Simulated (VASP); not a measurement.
InAs:

```
In As
1.0
     0.00000    3.14623    3.14623
     3.14623    0.00000    3.14623
     3.14623    3.14623    0.00000
In As
1 1
Direct
  0.00000 0.00000 0.00000
  0.25000 0.25000 0.25000
```

This cell differs from its parent crystal: strain +3.0%.

Base run:

* Program: VASP 6.6.1
* Functional: PBE
* Potentials or basis: VASP PAW PBE potentials, release 64 (In_d, As)
* Cutoff: 520 eV
* k mesh: 8 × 8 × 8
* Occupations: fermi-dirac, width 0.02 eV
* Spin: no spin polarisation

Its results: band gap on the k mesh zero (filled and empty bands touch); pressure -2.2 GPa.

Problem. The run is repeated on the same cell with these changes: functional from PBE to r2SCAN. What comes out?

Solution. Band gap on the k mesh zero (filled and empty bands touch); pressure -4.1 GPa.

Caveats: spin-orbit coupling is left out, which moves the levels of the heavy elements; the PAW data sets were made with another functional, which shifts forces and pressure a little (some runs).
